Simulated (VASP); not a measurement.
The system is CuO.

```
Cu O
1.0
     2.34185   -1.71130    0.00000
     2.34185    1.71130    0.00000
    -0.85003    0.00000    5.05787
Cu O
2 2
Cartesian
  0.7459 -0.8557 2.5289
  1.1709 0.8557 0.0000
  1.7043 0.2793 3.7934
  2.1293 -0.2793 1.2645
```

| Property | Result |
| --- | --- |
| Program | VASP 6.6.1 |
| Task | relaxation of cell and atoms |
| Functional | RPBE |
| Potentials or basis | VASP PAW PBE potentials, release 64 (Cu, O) |
| Cutoff | 600 eV |
| k mesh | 10 × 10 × 5 |
| Occupations | fermi-dirac, width 0.05 eV |
| Spin | no spin polarisation |

At the start: pressure 11.9 GPa; volume 10.13 Å³/atom.

Problem. How do energy, volume and symmetry change on relaxing?

Solution. Over 27 steps the energy falls by 71.7 meV/atom and the volume is 11.60 Å³/atom (+14.5 %); space group C2/c (No. 15, to 0.1 Å) before, Cccm (No. 66, to 0.1 Å).

The path:
```tsv
step	energy change (eV)	largest force (eV/Å)	pressure (GPa)	volume (Å³)
1	0.0000	0.1478	11.90	40.54
2	-0.0820	0.3916	-4.74	45.12
3	-0.1058	0.3132	-0.09	43.53
4	-0.1233	0.2711	-0.09	43.75
5	-0.1593	0.1285	0.29	44.39
6	-0.1429	0.2180	1.32	45.55
7	-0.1680	0.0044	0.67	44.84
8	-0.1838	0.0150	0.07	45.23
9	-0.2195	0.0546	-1.64	46.37
10	-0.2332	0.0571	-5.13	48.45
11	-0.2370	0.0588	-3.28	47.41
12	-0.2579	0.0440	-1.89	46.99
13	-0.2734	0.0335	0.06	46.39
14	-0.2603	0.0472	4.26	45.10
15	-0.2757	0.0300	1.36	46.01
16	-0.2807	0.0455	0.39	46.25
17	-0.2814	0.0512	-0.15	46.39
18	-0.2814	0.0506	-0.12	46.38
19	-0.2820	0.0443	0.00	46.34
20	-0.2833	0.0245	0.32	46.22
21	-0.2830	0.0144	0.92	45.97
22	-0.2836	0.0081	0.53	46.11
23	-0.2841	0.0073	0.37	46.17
24	-0.2850	0.0043	-0.19	46.36
25	-0.2851	0.0033	-0.42	46.45
26	-0.2857	0.0043	-0.36	46.44
27	-0.2867	0.0083	-0.07	46.40
```

Final structure:
```yaml
crystal:
  lattice:
    - [2.17255, -2.04297, 0.15976]
    - [2.17255, 2.04297, 0.15976]
    - [-0.44279, 0.00000, 5.19434]
  atoms:
    - { symbol: Cu, position: [0.50000, 0.00000, 0.50000] }
    - { symbol: Cu, position: [0.00000, 0.50000, 0.00000] }
    - { symbol: O, position: [0.49652, 0.50348, 0.75000] }
    - { symbol: O, position: [0.50348, 0.49652, 0.25000] }
```

Caveat: the PAW data sets were made with another functional, which shifts forces and pressure a little.
